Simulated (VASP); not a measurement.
A run of VASP 6.6.1 is set up as follows.

File INCAR:

```
SYSTEM = Cu
  PREC = Accurate
  ENCUT = 610
  EDIFF = 1E-7
  ISMEAR = 0
  SIGMA = 0.1
  LREAL = .FALSE.
  LASPH = .TRUE.
  NELM = 120
  ALGO = Normal
  ISIF = 2
  LWAVE = .FALSE.
  LCHARG = .FALSE.
  GGA = PE
  IBRION = 2
  NSW = 50
  EDIFFG = -0.04
  ISYM = 0
  GGA_COMPAT = .FALSE.
  NELMIN = 4
```

The input KPOINTS:

```
Automatic mesh
0
Gamma
  2 2 4
  0.5 0.5 0
```

File POSCAR:

```
Cu
1.0
    2.5340966698      0.0000000000      0.0000000000
   -1.2670483349      2.1945920917      0.0000000000
    0.0000000000      0.0000000000      4.1125710000
Cu
2
Direct
    0.3333333333      0.6666666667      0.2500000000
    0.6666666667      0.3333333333      0.7500000000
```

Potentials or basis: VASP PAW PBE potentials, release 64 (Cu_sv_GW).

Run with:

```bash
$ cat potpaw_PBE.64/Cu_sv_GW/POTCAR > POTCAR
$ mpirun -np 1 vasp_std > vasp.out
```

Task: What does it give for the band gap on the k mesh?

Result: Zero (band 19 reaches 8.90 eV, above the bottom of band 20 at 6.44 eV).

Stress tensor (GPa, compression positive):
```
 3.50  0.00  0.00
 0.00  3.50  0.00
 0.00  0.00 -4.10
```

Caveat: the k points lie up to 1.43 Å⁻¹ apart; the relaxation stopped at its first step, so nothing moved.
